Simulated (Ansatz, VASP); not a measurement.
**TlZnBr3: VASP beside Ansatz**

File POSCAR:

```
TlZnBr3
1.0
    5.0942716161      0.0000000000      0.0000000000
    0.0000000000      5.0942716161      0.0000000000
    0.0000000000      0.0000000000      5.0942716161
Tl Zn Br
1 1 3
Direct
    0.0000000000      0.0000000000      0.0000000000
    0.5000000000      0.5000000000      0.5000000000
    0.5000000000      0.5000000000      0.0000000000
    0.5000000000      0.0000000000      0.5000000000
    0.0000000000      0.5000000000      0.5000000000
```

File INCAR.step1:

```
SYSTEM = TlZnBr3
ALGO = Normal ; EDIFF = 1E-4
ENCUT = 520 ; GGA = PE
ISMEAR = 0 ; LASPH = .TRUE.
LCHARG = .FALSE. ; LREAL = .FALSE.
LWAVE = .TRUE. ; NBANDS = 31
NELM = 80 ; PREC = Accurate
SIGMA = 0.01
```

The input INCAR.step2:

```
SYSTEM = TlZnBr3
ALGO = Normal ; EDIFF = 1E-7
ENCUT = 520 ; ISIF = 2
ISMEAR = 0 ; ISTART = 1
LASPH = .TRUE. ; LCHARG = .TRUE.
LELF = .TRUE. ; LMIXTAU = .TRUE.
LREAL = .FALSE. ; LVHAR = .TRUE.
LWAVE = .FALSE. ; METAGGA = R2SCAN
NBANDS = 31 ; NELM = 80
PREC = Accurate ; SIGMA = 0.01
```

The input KPOINTS:

```
k-points
0
G
  4 4 4
  0 0 0
```

Input for Ansatz:

```yaml
crystal:
  lattice:
    - [5.0942716161, 0.0, 0.0]
    - [0.0, 5.0942716161, 0.0]
    - [0.0, 0.0, 5.0942716161]
  atoms:
    - { symbol: Tl, position: [0.0, 0.0, 0.0] }
    - { symbol: Zn, position: [0.5, 0.5, 0.5] }
    - { symbol: Br, position: [0.5, 0.5, 0.0] }
    - { symbol: Br, position: [0.5, 0.0, 0.5] }
    - { symbol: Br, position: [0.0, 0.5, 0.5] }
kpoints:
  mp_grid: { grid: [4, 4, 4] }
hamiltonian:
  xc: r2scan
scf:
  occupations: { method: fixed }
  n_extra_bands: 5
output:
  forces: true
  stress: true
  eigenvalues: true
```

Alike in both runs: task single point; functional r2SCAN; k mesh 4 × 4 × 4; no spin polarisation.

|  | VASP | Ansatz |
| --- | --- | --- |
| version | VASP 6.6.1 | Ansatz 0.2.0 |
| potentials or method | VASP PAW PBE potentials, release 64 (Tl_d, Zn, Br) | plane waves, PAW |
| plane-wave cutoff (eV) | 520 | 500 |
| occupations | gaussian, width 0.01 eV | fixed |
| valence electrons in the cell | 46 | 46 |

```csv
,VASP,Ansatz,Ansatz less VASP
gap on the k mesh at the Fermi level (eV),1.04,1.04,+0.005
pressure (GPa),2.6,2.6,0.00
```

VASP's potentials were made for PBE, not for r2SCAN.

Neither program's run includes spin-orbit coupling.
